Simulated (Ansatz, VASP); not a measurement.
## AlO6 in VASP and in Ansatz

INCAR

```
ALGO = Normal
EDIFF = 1E-7
EDIFFG = -0.01
ENCUT = 600
GGA = PE
IBRION = 2
ISIF = 3
ISMEAR = 0
LASPH = True
LCHARG = False
LREAL = False
LWAVE = False
NELM = 60
NSW = 100
PREC = Accurate
SIGMA = 0.1
```

Contents of KPOINTS:

```
k-points
0
Gamma
  6 6 6
```

POSCAR

```
AlO6
1.0
    2.6584877359      1.5348786100      3.4457012415
   -2.6584877359      1.5348786100      3.4457012415
    0.0000000000     -3.0697572200      3.4457012415
Al O
1 6
Direct
    0.0000000000      0.0000000000      0.0000000000
    0.0690917676      0.5534814540      0.0690917676
    0.9309082324      0.4465185460      0.9309082324
    0.5534814540      0.0690917676      0.0690917676
    0.4465185460      0.9309082324      0.9309082324
    0.0690917676      0.0690917676      0.5534814540
    0.9309082324      0.9309082324      0.4465185460
```

Input for Ansatz:

```yaml
crystal:
  lattice:
    - [2.6584877359, 1.53487861, 3.4457012415]
    - [-2.6584877359, 1.53487861, 3.4457012415]
    - [0.0, -3.06975722, 3.4457012415]
  atoms:
    - { symbol: Al, position: [0.0, 0.0, 0.0] }
    - { symbol: O, position: [0.0690917676, 0.553481454, 0.0690917676] }
    - { symbol: O, position: [0.9309082324, 0.446518546, 0.9309082324] }
    - { symbol: O, position: [0.553481454, 0.0690917676, 0.0690917676] }
    - { symbol: O, position: [0.446518546, 0.9309082324, 0.9309082324] }
    - { symbol: O, position: [0.0690917676, 0.0690917676, 0.553481454] }
    - { symbol: O, position: [0.9309082324, 0.9309082324, 0.446518546] }
basis:
  ecutwfc: 420
kpoints:
  mp_grid: { grid: [6, 6, 6] }
hamiltonian:
  xc: pbe
scf:
  occupations: { method: gaussian, width: 0.1 }
output:
  forces: true
  stress: true
  eigenvalues: true
relax:
  adjacent_minimum: "off"
  f_tol: 0.01
  max_steps: 80
  cell: { stress_tol: 0.05 }
```

Alike in both runs: task relaxation of cell and atoms; functional PBE; k mesh 6 × 6 × 6; occupations gaussian, width 0.1 eV; no spin polarisation.

|  | VASP | Ansatz |
| --- | --- | --- |
| version | VASP 6.6.1 | Ansatz 0.2.0 |
| potentials or method | VASP PAW PBE potentials, release 64 (Al, O), cutoff 600 eV | scalar-relativistic, plane waves, PAW |
| valence electrons in the cell | 39 | 39 |

|  | VASP | Ansatz | Ansatz less VASP |
| --- | --- | --- | --- |
| gap on the k mesh at the Fermi level, each at its own relaxed structure (eV) | none | none | - |
| relaxed volume (Å³/atom) | 12.06 | 12.10 | +0.036 |
| relaxed cell length with the largest relative difference (Å) | 4.618 | 4.621 | +0.0029 |

A gap of «none» marks a metal or a gap that the smearing closes.
